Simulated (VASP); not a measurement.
Wanted: the native input for a VASP 6.6.1 run.

```
Task                   : single point
Functional             : PBE
Potentials or basis    : VASP PAW PBE potentials, release 64 (Y_sv)
Cutoff                 : 520 eV
k mesh                 : 9 × 9 × 5
Occupations            : fermi-dirac, width 0.08 eV
Spin                   : collinear spin
Starting moments       : [0.9, 0.9] μB
Fixed moment           : 1.8 μB
Dipole correction      : no
Further INCAR settings : ALGO = Normal; EDIFF = 1e-06; NBANDS = 22
```

The structure of Y lies in POSCAR:

```
Y
1.0
    3.6474000000      0.0000000000      0.0000000000
   -1.8237000000      3.1587410578      0.0000000000
    0.0000000000      0.0000000000      5.7306000000
Y
2
Direct
    0.3333333333      0.6666666667      0.2500000000
    0.6666666667      0.3333333333      0.7500000000
```

The input as run:

INCAR

```
SYSTEM = Y
PREC     = Accurate       ! precision mode
ENCUT    = 520            ! plane-wave cutoff, eV
EDIFF    = 1E-6           ! SCF threshold, eV
ISMEAR   = -1             ! smearing method
SIGMA    = 0.08           ! smearing width, eV
LREAL    = .FALSE.        ! projectors in reciprocal space
LASPH    = .TRUE.         ! aspherical terms in the spheres
NELM     = 150            ! most SCF steps
ALGO     = Normal         ! electronic algorithm
ISIF     = 2              ! what is computed and relaxed
LWAVE    = .FALSE.        ! write WAVECAR
LCHARG   = .FALSE.        ! write CHGCAR
ISPIN    = 2              ! spin polarisation
MAGMOM   = 0.9 0.9        ! initial moments
LORBIT   = 11             ! projections on sites
NUPDOWN  = 1.8            ! fixed moment
LMAXMIX  = 4              ! l up to which the mixer works
GGA      = PE             ! functional
NBANDS   = 22             ! bands
```

KPOINTS

```
regular mesh
0
G
  9 9 5
  0 0 0
```

Potentials or basis: VASP PAW PBE potentials, release 64 (Y_sv).

Launch:

```console
$ cat potpaw_PBE.64/Y_sv/POTCAR > POTCAR
$ mpirun -np 1 vasp_std > vasp.out
```

Results of the run:

| Property | Result |
| --- | --- |
| Pressure | 0.4 GPa |
| Net moment | 1.80 μB per cell |
| Site moments | Y +0.54 μB |
| Valence electrons inside the program's atomic spheres | Y 9.43 |

Caveat: the total moment is fixed, so each spin has its own Fermi level and the state may be an excited one.

It took 3.8 min on 1 thread of Intel Xeon 8259CL, on a shared host, peak memory 0.27 GiB.
